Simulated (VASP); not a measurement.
Runs of VASP 6.6.1 on Ti3Al. The structure is that of space group P-6m2 (No. 187), or close to it. The cells are those of the table. 

```csv
cell,further INCAR settings,gap on the mesh (eV),pressure (GPa),largest force (eV/Å)
"a = 2.887, b = 2.887, c = 9.682 Å, angles 90.0, 90.0, 120.0°, 4 atoms",ALGO = Fast; EDIFF = 1e-06; NBANDS = 28,none,(a),0.10
"a = 3.006, b = 3.006, c = 8.929 Å, angles 90.0, 90.0, 120.0°, 4 atoms",ALGO = Fast; EDIFF = 1e-06; NBANDS = 28,none,-5.0,0.11
"a = 3.068, b = 3.068, c = 8.576 Å, angles 90.0, 90.0, 120.0°, 4 atoms",ALGO = Fast; EDIFF = 1e-06; NBANDS = 28,none,-4.2,0.10
"a = 2.829, b = 2.829, c = 10.081 Å, angles 90.0, 90.0, 120.0°, 4 atoms",ALGO = Fast; EDIFF = 1e-07; NBANDS = 28,none,-5.6,0.25
"a = 2.946, b = 2.946, c = 9.298 Å, angles 90.0, 90.0, 120.0°, 4 atoms",ALGO = Fast; EDIFF = 1e-06; NBANDS = 28,none,-5.6,0.04
```

Alike in all rows: task single point; level PBEsol; potentials or basis VASP PAW PBE potentials, release 64 (Ti_sv, Al); no spin polarisation; k mesh 18 × 18 × 6; cutoff (eV) 520; smearing gaussian 0.15 eV.

Question: Estimate the missing entries.

Answer: (a) -5.7.

Caveats: the PAW data sets were made with another functional, which shifts forces and pressure a little; the stress differs along the axes, from -11 to -3 GPa (at least some runs); the stress differs along the axes, from -8 to 1 GPa (at least some runs); the stress differs along the axes, from -9 to 6 GPa (at least some runs); the stress differs along the axes, from -15 to -1 GPa (at least some runs); the cell stands under tension (at least some runs).

A gap of «none» marks levels without a gap at the run's occupations.
